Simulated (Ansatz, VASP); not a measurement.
**CsBa in VASP and in Ansatz**

```
CELL_PARAMETERS angstrom
4.58811 0.00000 0.00000
0.00000 4.58811 0.00000
0.00000 0.00000 7.83831
ATOMIC_POSITIONS crystal
Cs 0.50000 0.50000 0.50000
Ba 0.00000 0.00000 0.00000
```

Alike in both runs: functional PBE; k mesh 12 × 12 × 8; occupations gaussian, width 0.1 eV; no spin polarisation.

Ansatz relaxed the structure, and its values are those at the end. VASP's run is a single point on that final structure, the one shown.

|  | VASP | Ansatz |
| --- | --- | --- |
| version | VASP 6.6.1 | Ansatz 0.2.0 |
| potentials or method | VASP PAW PBE potentials, release 64 (Cs_sv, Ba_sv), cutoff 520 eV | scalar-relativistic, plane waves, PAW |
| valence electrons in the cell | 19 | 19 |

|  | VASP | Ansatz | Ansatz less VASP |
| --- | --- | --- | --- |
| gap on the k mesh at the Fermi level (eV) | none | none | - |
| pressure (GPa) | 0.0 | 0.0 | 0.00 |

A gap of «none» marks a metal or a gap that the smearing closes.

Neither program's run includes spin-orbit coupling.
